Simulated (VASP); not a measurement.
Crystal: InSe.

```xyz
4
Lattice="5.7476 -2.0269 0.0000 5.7476 2.0269 0.0000 -1.6999 0.0000 4.7069" Properties=species:S:1:pos:R:3 pbc="T T T"
In   10.1305    0.0000    0.2205
In   -0.3352    0.0000    4.4864
Se    6.4604    0.0000    3.1487
Se    3.3350    0.0000    1.5582
```

Base run:

```yaml
Program: VASP 6.6.1
Functional: PBEsol
Potentials_or_basis: VASP PAW PBE potentials, release 64 (In_d, Se)
Cutoff: 520 eV
k_mesh: 7 × 7 × 6
Occupations: fermi-dirac, width 0.05 eV
Spin: no spin polarisation
```

Its results: band gap on the k mesh 1.14 eV, indirect (least direct gap 1.28 eV); pressure 1.1 GPa; largest force 0.415 eV/Å.

Q: The run is repeated on the same cell with these changes: functional from PBEsol to r2SCAN; further incar settings from ALGO = Normal; EDIFF = 1e-07; NBANDS = 27 to ALGO = Normal; EDIFF = 1e-06; NBANDS = 27. What comes out?

A: Band gap on the k mesh 1.58 eV, indirect (least direct gap 1.76 eV); pressure 2.3 GPa; largest force 0.354 eV/Å.

Caveats: the PAW data sets were made with another functional, which shifts forces and pressure a little; spin-orbit coupling is left out, which moves the levels of the heavy elements.

A k mesh can miss the band edges.
